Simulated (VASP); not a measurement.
C, 2 atoms in the cell. Symmetry: Fd-3m, No. 227, cubic system. The conventional cell has a = 3.519 Å, b = 3.519 Å, c = 3.519 Å, α = 90.00°, β = 90.00°, γ = 90.00°. Within 2.0 Å of C (site symmetry -43m) lie 4 C at 1.52 Å. 

* Program: VASP 6.6.1
* Task: single point
* Functional: PBEsol-based global hybrid with 25 % exact exchange
* Potentials or basis: VASP PAW PBE potentials, release 64 (C)
* Cutoff: 520 eV
* k mesh: 7 × 7 × 7
* Occupations: fermi-dirac, width 0.05 eV
* Spin: no spin polarisation
* Dipole correction: no
* Grid for exact exchange (PRECFOCK): Normal
* Share of exact exchange: 0.25
* Further INCAR settings: ALGO = Normal; EDIFF = 1e-06; NBANDS = 11

Potentials or basis: VASP PAW PBE potentials, release 64 (C).

Run with:

```bash
$ cat potpaw_PBE.64/C/POTCAR > POTCAR
$ cp INCAR.step1 INCAR
$ mpirun -np 1 vasp_std > vasp.out
$ cp INCAR.step2 INCAR
$ mpirun -np 1 vasp_std > vasp.out
```

Hardware: 1 thread of AMD EPYC 7R13 Processor (Zen 3) (shared host).

Estimate the wall time of this run.

Run time: 3.9 min on 1 thread of AMD EPYC 7R13 Processor (Zen 3), with other jobs on the host, peak memory 0.09 GiB. Counts: k points 20.
